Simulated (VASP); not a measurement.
# SrTiO3: single point with r2SCAN

SrTiO3:

```
CELL_PARAMETERS angstrom
3.82709 0.00000 0.00000
0.00000 3.82709 0.00000
0.00000 0.00000 3.82709
ATOMIC_POSITIONS crystal
Sr 0.50000 0.50000 0.50000
Ti 0.00000 0.00000 0.00000
O 0.50000 0.00000 0.00000
O 0.00000 0.50000 0.00000
O 0.00000 0.00000 0.50000
```

```yaml
Program: VASP 6.6.1
Task: single point
Functional: r2SCAN
Potentials_or_basis: VASP PAW PBE potentials, release 64 (Sr_sv, Ti_sv, O)
Cutoff: 520 eV
k_mesh: 8 × 8 × 8
Occupations: gaussian, width 0.02 eV
Spin: no spin polarisation
Dipole_correction: no
Further_INCAR_settings: ALGO = Normal; EDIFF = 1e-06; NBANDS = 28
```

The pressure is 14.5 GPa and the band gap on the k mesh is 2.41 eV (least direct gap 2.75 eV).

Levels at points of the mesh, in eV from the valence-band top:
```tsv
k point	band 16	band 17	band 18	band 19	band 20	band 21	band 22	band 23	band 24	band 25
(0.00, 0.00, 0.00)	-1.32	-1.32	-0.34	-0.34	-0.34	2.41	2.41	2.41	5.06	5.06
(0.50, 0.00, 0.00)	-2.52	-2.52	-2.20	-0.76	-0.76	2.60	4.53	4.53	5.10	7.62
(0.50, 0.50, 0.00)	-3.10	-1.74	-1.67	-1.67	-0.10	4.54	4.54	5.05	6.23	8.88
(0.50, 0.50, 0.50)	-3.97	-3.97	0.00	0.00	0.00	5.31	5.31	5.31	7.88	7.88
```

It took 5.8 min on 1 thread of Intel Xeon 8259CL, on a shared host, peak memory 0.18 GiB.

Caveat: the cell stands under pressure; the PAW data sets were made with another functional, which shifts forces and pressure a little. A k mesh can miss the band edges.
